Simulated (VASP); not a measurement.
The system is PbF2.

```xyz
3
Lattice="0.0000 2.9699 2.9699 2.9699 0.0000 2.9699 2.9699 2.9699 0.0000" Properties=species:S:1:pos:R:3 pbc="T T T"
Pb    0.0000    0.0000    0.0000
F     1.4849    1.4849    1.4849
F     4.4548    4.4548    4.4548
```

```yaml
Program: VASP 6.6.1
Task: relaxation of cell and atoms
Functional: PBEsol
Potentials_or_basis: VASP PAW PBE potentials, release 64 (Pb_d, F)
Cutoff: 600 eV
k_mesh: 8 × 8 × 8
Occupations: gaussian, width 0.02 eV
Spin: no spin polarisation
```

At the start: pressure -1.7 GPa; volume 17.46 Å³/atom.

Problem. How do energy, volume and symmetry change on relaxing?

Solution. Over 3 steps the energy falls by 2.3 meV/atom and the volume is 17.05 Å³/atom (-2.4 %); space group Fm-3m (No. 225, to 0.05 Å).

Step by step:
```
step  energy change (eV)  largest force (eV/Å)  pressure (GPa)  volume (Å³)
   1              0.0000                0.0000           -1.73        52.39
   2             -0.0068                0.0000            0.26        50.97
   3             -0.0069                0.0000            0.00        51.14
```

Final structure:
```yaml
crystal:
  lattice:
    - [0.00000, 2.94614, 2.94614]
    - [2.94614, 0.00000, 2.94614]
    - [2.94614, 2.94614, 0.00000]
  atoms:
    - { symbol: Pb, position: [0.00000, 0.00000, 0.00000] }
    - { symbol: F, position: [0.25000, 0.25000, 0.25000] }
    - { symbol: F, position: [0.75000, 0.75000, 0.75000] }
```

Caveat: the PAW data sets were made with another functional, which shifts forces and pressure a little.
